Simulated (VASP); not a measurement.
# NaCl (base) (Fm-3m) in VASP: further runs

Runs on NaCl (base). Level: PBEsol. Tasks: single point, relaxation of cell and atoms.

Program: VASP 6.6.1. These are calculated values, not measurements. Logs are shortened: lines on timing, memory, paths and dates and some standing lists are left out, and cuts for length are marked.

## (1) The cell of the first run

It takes space group Fm-3m (No. 225, cubic). Conventional cell: a = 4.609 Å, b = 4.609 Å, c = 4.609 Å, α = 90.00°, β = 90.00°, γ = 90.00°. Within 3.0 Å of Na (site symmetry m-3m) lie 6 Cl at 2.30 Å. Within 3.0 Å of Cl (site symmetry m-3m) lie 6 Na at 2.30 Å.

## (2) Single point, PBEsol

The input, INCAR:

```
SYSTEM = NaCl
ALGO = Normal ; EDIFF = 1E-6
ENCUT = 500 ; GGA = PS
GGA_COMPAT = .False. ; ISIF = 2
ISMEAR = 0 ; LASPH = .True.
LCHARG = .False. ; LREAL = .False.
LWAVE = .False. ; NBANDS = 14
NELM = 120 ; PREC = Accurate
SIGMA = 0.02
```

The input, KPOINTS:

```
k-points
0
Gamma
  12 12 12
  0 0 0
```

The input, POSCAR:

```
NaCl
1.0
    0.0000000000      2.3044849919      2.3044849919
    2.3044849919      0.0000000000      2.3044849919
    2.3044849919      2.3044849919      0.0000000000
Na Cl
1 1
Direct
    0.0000000000      0.0000000000      0.0000000000
    0.5000000000      0.5000000000      0.5000000000
```

Potentials or basis: VASP PAW PBE potentials, release 64 (Na_pv, Cl).

Run with:

```
> cat potpaw_PBE.64/Na_pv/POTCAR potpaw_PBE.64/Cl/POTCAR > POTCAR
> mpirun -np 1 vasp_std > vasp.out
```

OUTCAR:

```text
SYSTEM = NaCl
   EDIFF = 1E-6
   ENCUT = 500
   GGA = PS
   ISIF = 2
   ISMEAR = 0
   LASPH = .True.
   LREAL = .False.
   NELM = 120
   PREC = Accurate

 ion  position               nearest neighbor table
   1  0.000  0.000  0.000-   2 2.30   2 2.30   2 2.30   2 2.30   2 2.30   2 2.30
   2  0.500  0.500  0.500-   1 2.30   1 2.30   1 2.30   1 2.30   1 2.30   1 2.30

  LATTYP: Found a face centered cubic cell.
 ALAT       =     4.6089699838

  Lattice vectors:

 A1 = (   0.0000000000,   2.3044849919,   2.3044849919)
 A2 = (   2.3044849919,   0.0000000000,   2.3044849919)
 A3 = (   2.3044849919,   2.3044849919,   0.0000000000)

Analysis of symmetry for initial positions (statically):
=====================================================================
 Subroutine PRICEL returns:
 Original cell was already a primitive cell.

 Routine SETGRP: Setting up the symmetry group for a
 face centered cubic supercell.

 Subroutine GETGRP returns: Found 48 space group operations
 (whereof 48 operations were pure point group operations)
 out of a pool of 48 trial point group operations.

The static configuration has the point symmetry O_h .

Analysis of symmetry for dynamics (positions and initial velocities):
=====================================================================
 Subroutine PRICEL returns:
 Original cell was already a primitive cell.

 Routine SETGRP: Setting up the symmetry group for a
 face centered cubic supercell.

 Subroutine GETGRP returns: Found 48 space group operations
 (whereof 48 operations were pure point group operations)
 out of a pool of 48 trial point group operations.

The dynamic configuration has the point symmetry O_h .

 Subroutine INISYM returns: Found 48 space group operations
 (whereof 48 operations are pure point group operations),
 and found     1 'primitive' translations

----------------------------------------------------------------------------------------

                                     Primitive cell

  volume of cell :      24.4766

  direct lattice vectors                    reciprocal lattice vectors
     0.000000000  2.304484992  2.304484992    -0.216968217  0.216968217  0.216968217
     2.304484992  0.000000000  2.304484992     0.216968217 -0.216968217  0.216968217
     2.304484992  2.304484992  0.000000000     0.216968217  0.216968217 -0.216968217

  length of vectors
     3.259033930  3.259033930  3.259033930     0.375799976  0.375799976  0.375799976

[... 78 lines left out ...]
   ENCUT  =  500.0 eV  36.75 Ry    6.06 a.u.   5.94  5.94  5.94*2*pi/ulx,y,z
   NELM   =    120;   NELMIN=  2; NELMDL= -5     # of ELM steps
   EDIFF  = 0.1E-05   stopping-criterion for ELM
   LREAL  =      F    real-space projection
[... 7 lines left out ...]
   TEBEG  =    0.0;   TEEND  =   0.0 temperature during run
   PSTRESS=    0.0 pullay stress
   NELECT =      14.0000    total number of electrons
   NUPDOWN=      -1.0000    fix difference up-down
   EMIN   =  10.00;   EMAX   =-10.00  energy-range for DOS
   EFERMI =   0.00;   METHOD = LEGACY
   ISMEAR =     0;   SIGMA  =   0.02  broadening in eV -4-tet -1-fermi 0-gaus
   EFERMI_NEDOS =   21; number of points for ismear=-14 and -15
   IALGO  =     38    algorithm
   IMIX   =      4    mixing-type and parameters
     AMIX     =   0.40;   BMIX     =  1.00
     AMIX_MAG =   1.60;   BMIX_MAG =  1.00
  volume/ion in A,a.u.               =      12.24        82.59
  Fermi-wavevector in a.u.,A,eV,Ry     =   1.358940  2.568024 25.126124  1.846718
  Thomas-Fermi vector in A             =   2.485731
   LORBIT       =      0    0 simple, 1 ext, 2 COOP (PROOUT), +10 PAW based schemes
   GGA     = PS    functional components
   LHFCALC =     F    Hartree Fock is set to
   AEXX    =    0.0000 exact exchange contribution
   IVDW    =     0    specifies the selected vdW correction
   LEPSILON=     F    determine dielectric tensor
   LRPA    =     F    only Hartree local field effects (RPA)
 non-spin polarized calculation
 Gauss-broadening in eV      SIGMA  =   0.02
  energy-cutoff  :      500.00
  volume of cell :       24.48
 maximum number of plane-waves:       636
   NGX = 11   NGY = 11   NGZ = 11

 number of electron      13.9999997 magnetization

 Free energy of the ion-electron system (eV)
  ---------------------------------------------------
  ext. energy  EPLUGINS =         0.00000000
  ---------------------------------------------------
  free energy    TOTEN  =        -4.86088712 eV

  energy without entropy =       -4.86088712  energy(sigma->0) =       -4.86088712

 E-fermi :   4.7498     XC(G=0): -11.2837

 val. band max:        4.6144167664   @ k =   0.0000   0.0000   0.0000
 cond. band min:      10.8275334163   @ k =   0.5000   0.5000   0.0000
 fundamental gap:      6.2131166499
 Fermi energy:         4.7498044039

 k-point     1 :       0.0000    0.0000    0.0000
  band No.  band energies     occupation
      1     -15.9649      2.00000
      2     -15.9649      2.00000
      3     -15.9649      2.00000
      4     -10.5511      2.00000
      5       4.6144      2.00000
      6       4.6144      2.00000
      7       4.6144      2.00000
      8      13.1687      0.00000
      9      15.3993      0.00000
     10      15.3993      0.00000
     11      15.3993      0.00000
     12      18.6991      0.00000
     13      18.6991      0.00000
     14      21.0248      0.00000
[... 377 lines left out ...]
      1     -16.3381      2.00000
      2     -16.0363      2.00000
      3     -15.9926      2.00000
      4      -8.6936      2.00000
      5       0.2391      2.00000
      6       2.8071      2.00000
      7       3.5554      2.00000
      8      13.3850      0.00000
      9      15.6815      0.00000
     10      17.4163      0.00000
     11      18.9149      0.00000
     12      21.8765      0.00000
     13      23.9557      0.00000
     14      25.8550      0.00000

 [... further k-points ...]
[... 5 lines left out ...]
  --------------------------------------------------------------------------------------
  -------------------------------------------------------------------------------------
  Total        9.3186888      9.3186888      9.3186888      0.0000000     -0.0000000      0.0000000
  in kB      609.9774004    609.9774004    609.9774004      0.0000000     -0.0000000      0.0000000
  external PRESSURE =     609.9774004 kB  Pullay stress =       0.0000000 kB

 VOLUME and BASIS-vectors are now :
 -----------------------------------------------------------------------------
  energy-cutoff  :      500.00
  volume of cell :       24.48
      direct lattice vectors                 reciprocal lattice vectors
     0.000000000  2.304484992  2.304484992    -0.216968217  0.216968217  0.216968217
     2.304484992  0.000000000  2.304484992     0.216968217 -0.216968217  0.216968217
     2.304484992  2.304484992  0.000000000     0.216968217  0.216968217 -0.216968217

 POSITION                                       TOTAL-FORCE (eV/Angst)
 -----------------------------------------------------------------------------------
      0.00000      0.00000      0.00000         0.000000     -0.000000      0.000000
      2.30448      2.30448      2.30448        -0.000000      0.000000     -0.000000
 -----------------------------------------------------------------------------------
    total drift:                                0.000000     -0.000000     -0.000000

  FREE ENERGIE OF THE ION-ELECTRON SYSTEM (eV)
  ---------------------------------------------------
  free  energy   TOTEN  =        -4.8608871154 eV

  energy  without entropy=       -4.8608871154  energy(sigma->0) =       -4.86088712
```

OSZICAR:

```text
N       E                     dE             d eps       ncg     rms          rms(c)
DAV:   1     0.102831099774E+03    0.10283E+03   -0.71347E+03  2046   0.117E+03
DAV:   2     0.678813183732E+00   -0.10215E+03   -0.94281E+02  2268   0.319E+02
DAV:   3    -0.503424771205E+01   -0.57131E+01   -0.56884E+01  2580   0.667E+01
DAV:   4    -0.509575032574E+01   -0.61503E-01   -0.61486E-01  2328   0.703E+00
DAV:   5    -0.509668700025E+01   -0.93667E-03   -0.93666E-03  2580   0.916E-01    0.361E+00
DAV:   6    -0.489503220976E+01    0.20165E+00   -0.22600E-01  2896   0.558E+00    0.251E+00
DAV:   7    -0.486144032274E+01    0.33592E-01   -0.90467E-02  2652   0.307E+00    0.142E+00
DAV:   8    -0.486097038974E+01    0.46993E-03   -0.62163E-03  2196   0.903E-01    0.264E-01
DAV:   9    -0.486088211866E+01    0.88271E-04   -0.17822E-04  2586   0.244E-01    0.352E-02
DAV:  10    -0.486088647201E+01   -0.43534E-05   -0.23333E-05  2466   0.111E-01    0.145E-02
DAV:  11    -0.486088711545E+01   -0.64343E-06   -0.45362E-06  2484   0.233E-02
   1 F= -.48608871E+01 E0= -.48608871E+01  d E =-.245841E-24
```

stdout:

```text
POSCAR found type information on POSCAR NaCl
 POSCAR found :  2 types and       2 ions
 scaLAPACK will be used
 -----------------------------------------------------------------------------
|                                                                             |
|                                                                             |
|     You enforced a specific xc type in the INCAR file but a different       |
|     I HOPE YOU KNOW WHAT YOU ARE DOING!                                     |
|                                                                             |
 -----------------------------------------------------------------------------

 LDA part: xc-table for (Slater+PW92), standard interpolation
 POSCAR, INCAR and KPOINTS ok, starting setup
 FFT: planning ... GRIDC
 FFT: planning ... GRID_SOFT
 FFT: planning ... GRID
 WAVECAR not read
 entering main loop
```

Wall time 23 s (1 thread of Intel Xeon 8259CL, shared host); peak memory 0.14 GiB.

What came out:

```yaml
Free_energy: -4.8609 eV
Pressure: 61.0 GPa
Band_gap_on_the_k_mesh: 6.21 eV, indirect (least direct gap 7.70 eV)
```

Levels at points of the mesh, in eV from the valence-band top:
| k point | band 5 | band 6 | band 7 | band 8 | band 9 | band 10 |
| --- | --- | --- | --- | --- | --- | --- |
| (0.00, 0.00, 0.00) | 0.00 | 0.00 | 0.00 | 8.55 | 10.78 | 10.78 |
| (0.50, 0.00, 0.00) | -4.79 | -0.94 | -0.94 | 7.71 | 11.89 | 11.89 |
| (0.50, 0.50, 0.00) | -4.02 | -1.49 | -1.49 | 6.21 | 8.96 | 16.44 |

Caveat: the PAW data sets were made with another functional, which shifts forces and pressure a little.

## (3) Single point, PBEsol

The input, INCAR:

```
PREC = Accurate
ENCUT = 500
EDIFF = 1E-6
ISMEAR = 0
SIGMA = 0.02
LREAL = F
LASPH = T
NELM = 120
ALGO = Normal
ISIF = 2
LWAVE = F
LCHARG = F
GGA = PS
NBANDS = 14
GGA_COMPAT = F
```

The input, KPOINTS:

```
Automatic mesh
0
Gamma
  12 12 12
```

POSCAR is that of step 2.

Potentials or basis: VASP PAW PBE potentials, release 64 (Na_pv, Cl).

Run with:

```
> cat potpaw_PBE.64/Na_pv/POTCAR potpaw_PBE.64/Cl/POTCAR > POTCAR
> mpirun -np 1 vasp_std > vasp.out
```

Wall time 25 s (1 thread of Intel Xeon 8259CL, shared host); peak memory 0.14 GiB.

Results (log left out):

* Free energy: -4.8609 eV
* Pressure: 61.0 GPa
* Band gap on the k mesh: 6.21 eV, indirect (least direct gap 7.70 eV)

Levels at points of the mesh, in eV from the valence-band top:
| k point | band 5 | band 6 | band 7 | band 8 | band 9 | band 10 |
| --- | --- | --- | --- | --- | --- | --- |
| (0.00, 0.00, 0.00) | 0.00 | 0.00 | 0.00 | 8.55 | 10.78 | 10.78 |
| (0.50, 0.00, 0.00) | -4.79 | -0.94 | -0.94 | 7.71 | 11.89 | 11.89 |
| (0.50, 0.50, 0.00) | -4.02 | -1.49 | -1.49 | 6.21 | 8.96 | 16.44 |

Caveat: the PAW data sets were made with another functional, which shifts forces and pressure a little.

(Part 1 of 2 ends here.)
